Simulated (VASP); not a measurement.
# Ti5Si: single point with PBE

The system is Ti5Si.

```
Ti Si
1.0
     2.39803    1.38451    4.32740
    -2.39803    1.38451    4.32740
     0.00000   -2.76901    4.32740
Ti Si
5 1
Direct
  0.15136 0.15136 0.15136
  0.60456 0.39544 0.00000
  0.00000 0.60456 0.39544
  0.84864 0.84864 0.84864
  0.39544 0.00000 0.60456
  0.50000 0.50000 0.50000
```

This cell differs from its parent crystal: strain -0.050 along x and y, -0.025 along z.

- Program: VASP 6.6.1
- Task: single point
- Functional: PBE
- Potentials or basis: VASP PAW PBE potentials, release 64 (Ti_sv, Si)
- Cutoff: 520 eV
- k mesh: 12 × 12 × 12
- Occupations: gaussian, width 0.15 eV
- Spin: no spin polarisation

```
Pressure               : 19.2 GPa
Largest force          : 0.182 eV/Å
Band gap on the k mesh : zero (bands 32 and 33 overlap by 0.62 eV)
```

Forces in eV/Å, atoms in the order of the input:
```
Ti   0.000  0.000 -0.144
Ti   0.182  0.000  0.000
Ti  -0.091  0.158  0.000
Ti   0.000  0.000  0.144
Ti  -0.091 -0.158  0.000
Si   0.000  0.000  0.000
```

Stress tensor (GPa, compression positive):
```
19.77  0.00  0.00
 0.00 19.77  0.00
 0.00  0.00 18.11
```

Levels at points of the mesh, in eV from the Fermi level:
| k point | band 30 | band 31 | band 32 | band 33 | band 34 | band 35 |
| --- | --- | --- | --- | --- | --- | --- |
| (0.00, 0.00, 0.00) | -0.94 | -0.88 | -0.11 | -0.11 | 0.03 | 1.16 |
| (0.50, 0.00, 0.00) | -0.87 | -0.62 | 0.40 | 0.56 | 0.64 | 0.78 |
| (0.50, 0.50, 0.00) | -0.70 | -0.35 | -0.12 | -0.07 | 0.58 | 0.86 |
| (0.50, 0.50, 0.50) | -0.55 | -0.46 | -0.36 | 0.26 | 0.26 | 1.04 |

It took 64 min on 1 thread of Oxide Virtual Turin-like Processor (shared host), peak memory 0.58 GiB.

Caveat: the cell differs from its parent crystal (strain -0.050 along x and y, -0.025 along z); the cell stands under pressure.
